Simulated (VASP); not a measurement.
Set up this calculation in VASP 6.6.1, as the native input.

* Task: single point
* Functional: PBEsol
* Potentials or basis: VASP PAW PBE potentials, release 64 (Mn_pv, O)
* Cutoff: 520 eV
* k mesh: 12 × 12 × 12
* Occupations: fermi-dirac, width 0.1 eV
* Spin: collinear spin, ferromagnetic start
* Starting moments: [4.0, 0.0, 0.0] μB
* Hubbard terms: Mn d U = 6.9 eV, J = 0.9 eV
* Dipole correction: no
* LDAUTYPE: 1
* Hund's J: 0.9
* Further INCAR settings: ALGO = Normal; EDIFF = 1e-06; NBANDS = 24

The structure of MnO2 lies in POSCAR:

```
MnO2
1.0
    1.3917921857      0.8035512698      4.4663430519
   -1.3917921857      0.8035512698      4.4663430519
    0.0000000000     -1.6071025396      4.4663430519
Mn O
1 2
Direct
    0.0000000000      0.0000000000      0.0000000000
    0.2643640000      0.2643640000      0.2643640000
    0.7356360000      0.7356360000      0.7356360000
```

The input as run:

INCAR

```
SYSTEM = MnO2
PREC = Accurate
ENCUT = 520
EDIFF = 1E-6
ISMEAR = -1
SIGMA = 0.1
LREAL = .FALSE.
LASPH = .TRUE.
NELM = 150
ALGO = Normal
ISIF = 2
LWAVE = .FALSE.
LCHARG = .FALSE.
ISPIN = 2
MAGMOM = 4 0 0
LORBIT = 11
LMAXMIX = 4
LDAU = .TRUE.
LDAUTYPE = 1
LDAUL = 2 -1
LDAUU = 6.9 0
LDAUJ = 0.9 0
LDAUPRINT = 1
GGA = PS
NBANDS = 24
```

KPOINTS

```
regular mesh
0
G
  12 12 12
  0 0 0
```

Potentials or basis: VASP PAW PBE potentials, release 64 (Mn_pv, O).

Run with:

```console
$ cat potpaw_PBE.64/Mn_pv/POTCAR potpaw_PBE.64/O/POTCAR > POTCAR
$ mpirun -np 1 vasp_std > vasp.out
```

It gave:

| Property | Result |
| --- | --- |
| Pressure | 24.1 GPa |
| Largest force | 1.487 eV/Å |
| Band gap on the k mesh | 2.50 eV (least direct gap 2.66 eV) |
| Net moment | 3.00 μB per cell |
| Site moments | Mn +3.05; O -0.04 μB |
| Valence electrons inside the program's atomic spheres | Mn 11.94; O 5.05 |

Caveat: the stress differs along the axes, from 16 to 28 GPa; the PAW data sets were made with another functional, which shifts forces and pressure a little; a cell with one magnetic atom can't hold antiferromagnetic order, which such compounds often take.

It took 6.7 min on 1 thread of AMD EPYC 9R45 96-Core Processor (Zen 5), with other jobs on the host, peak memory 0.34 GiB.
